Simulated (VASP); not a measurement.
Input of a VASP 6.6.1 run:

The input POSCAR:

```
C
1.0
    2.1268362767     -1.2279462930     -0.0110113455
    2.1268362767      1.2279462930     -0.0110113455
   -1.3968870514      0.0000000000      3.5424028237
C
2
Direct
    0.8333362719      0.8333362719      0.0000129791
    0.1666637281      0.1666637281      0.9999870209
```

Contents of INCAR.step1:

```
SYSTEM = C
PREC     = Accurate       ! precision mode
ENCUT    = 520            ! plane-wave cutoff, eV
ISMEAR   = 0              ! smearing method
SIGMA    = 0.02           ! smearing width, eV
LREAL    = .False.        ! projectors in reciprocal space
LASPH    = .True.         ! aspherical terms in the spheres
NELM     = 80             ! most SCF steps
NBANDS   = 11             ! bands
GGA      = PE             ! functional
ALGO     = Normal         ! electronic algorithm
EDIFF    = 1E-4           ! SCF threshold, eV
LWAVE    = .True.         ! write WAVECAR
LCHARG   = .False.        ! write CHGCAR
```

The input INCAR.step2:

```
SYSTEM = C
PREC     = Accurate       ! precision mode
ENCUT    = 520            ! plane-wave cutoff, eV
EDIFF    = 1E-6           ! SCF threshold, eV
ISMEAR   = 0              ! smearing method
SIGMA    = 0.02           ! smearing width, eV
LREAL    = .False.        ! projectors in reciprocal space
LASPH    = .True.         ! aspherical terms in the spheres
NELM     = 80             ! most SCF steps
ALGO     = Normal         ! electronic algorithm
ISIF     = 2              ! what is computed and relaxed
LWAVE    = .False.        ! write WAVECAR
LCHARG   = .False.        ! write CHGCAR
METAGGA  = R2SCAN         ! meta-GGA
LMIXTAU  = .True.       
NBANDS   = 11             ! bands
ISTART   = 1
```

Contents of KPOINTS:

```
Automatic mesh
0
Gamma
  14 14 8
  0 0 0
```

Potentials or basis: VASP PAW PBE potentials, release 64 (C).

The run is started by

```console
$ cat potpaw_PBE.64/C/POTCAR > POTCAR
$ cp INCAR.step1 INCAR
$ mpirun -np 1 vasp_std > vasp.out
$ cp INCAR.step2 INCAR
$ mpirun -np 1 vasp_std > vasp.out
```

(1) Estimate the pressure.

Answers

(1) 0.6 GPa.

Caveat: the PAW data sets were made with another functional, which shifts forces and pressure a little.
